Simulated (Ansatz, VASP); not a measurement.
**One calculation of MnS, two programs**

```xyz
2
Lattice="0.0000 2.5099 2.5099 2.5099 0.0000 2.5099 2.5099 2.5099 0.0000" Properties=species:S:1:pos:R:3 pbc="T T T"
Mn    0.0000    0.0000    0.0000
S     2.5099    2.5099    2.5099
```

Alike in both runs: functional PBE; dispersion D3(BJ); k mesh 12 × 12 × 12; occupations gaussian, width 0.1 eV; collinear spin.

Ansatz relaxed the structure, and its values are those at the end. VASP's run is a single point on that final structure, the one shown.

|  | VASP | Ansatz |
| --- | --- | --- |
| version | VASP 6.6.1 | Ansatz 0.2.0 |
| potentials or method | VASP PAW PBE potentials, release 64 (Mn_pv, S), cutoff 520 eV | scalar-relativistic, plane waves, PAW |
| valence electrons in the cell | 19 | 21 |

```csv
,VASP,Ansatz,Ansatz less VASP
gap on the k mesh at the Fermi level (eV),none,none,-
pressure (GPa),0.1,0.0,-0.04
net moment per atom (μB),2.17,2.17,-0.001
size of the moment on the site where the two differ most (μB),3.98,3.89,-0.096
```

Site moments also hang on the region over which each program counts them. A gap of «none» marks a metal or a gap that the smearing closes. VASP's potentials hold 19 valence electrons a cell and Ansatz's 21, so a difference there can come from the potentials and not from the codes. Ansatz's warnings: dispersion switch in reach, relaxed geometry near dispersion switch.
